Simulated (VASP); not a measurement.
# Cu2O: single point with PBE

The system is Cu2O.

```xyz
6
Lattice="4.2600 0.0000 0.0000 0.0000 4.2600 0.0000 0.0000 0.0000 4.2600" Properties=species:S:1:pos:R:3 pbc="T T T"
Cu    1.0650    1.0650    1.0650
Cu    1.0650    3.1950    3.1950
Cu    3.1950    3.1950    1.0650
Cu    3.1950    1.0650    3.1950
O     0.0000    0.0000    0.0000
O     2.1300    2.1300    2.1300
```

* Program: VASP 6.6.1
* Task: single point
* Functional: PBE
* Potentials or basis: VASP PAW PBE potentials, release 64 (Cu, O)
* Cutoff: 600 eV
* k mesh: 4 × 4 × 4
* Occupations: gaussian, width 0.1 eV
* Spin: collinear spin
* Starting moments: [1.0, 1.0, 1.0, 1.0, 0.0, 0.0] μB
* Dipole correction: no
* Further INCAR settings: ALGO = Normal; EDIFF = 1e-06; NBANDS = 41

```json
{"Pressure": "4.1 GPa", "Band gap on the k mesh": "0.54 eV", "Net moment": "0.00 μB per cell", "Valence electrons inside the program's atomic spheres": "Cu 9.98; O 5.03"}
```

Levels at points of the mesh, in eV from the valence-band top:
Spin up:
| k point | band 26 | band 27 | band 28 | band 29 | band 30 | band 31 |
| --- | --- | --- | --- | --- | --- | --- |
| (0.00, 0.00, 0.00) | 0.00 | 0.00 | 0.00 | 0.54 | 1.25 | 1.25 |
| (0.50, 0.00, 0.00) | -1.20 | -0.39 | -0.39 | 2.27 | 2.27 | 4.24 |
| (0.50, 0.50, 0.00) | -1.21 | -0.65 | -0.65 | 1.92 | 1.92 | 3.86 |
| (0.50, 0.50, 0.50) | -0.57 | -0.57 | -0.57 | 2.46 | 2.46 | 2.46 |
Spin down:
```csv
k point,band 24,band 25,band 26,band 27,band 28,band 29,band 30,band 31,band 32,band 33
"(0.00, 0.00, 0.00)",-1.58,-1.58,0.00,0.00,0.00,0.54,1.25,1.25,7.95,7.95
"(0.50, 0.00, 0.00)",-1.69,-1.20,-1.20,-0.39,-0.39,2.27,2.27,4.24,4.24,7.43
"(0.50, 0.50, 0.00)",-1.48,-1.21,-1.21,-0.66,-0.66,1.92,1.92,3.86,3.86,6.82
"(0.50, 0.50, 0.50)",-1.63,-0.99,-0.57,-0.57,-0.57,2.46,2.46,2.46,4.89,4.89
```

Run time: 2.9 min on 1 thread of Intel Xeon 8259CL (shared host), peak memory 0.26 GiB.

Caveat: the cell stands under pressure. As with any semilocal functional, this PBE gap is likely too small.
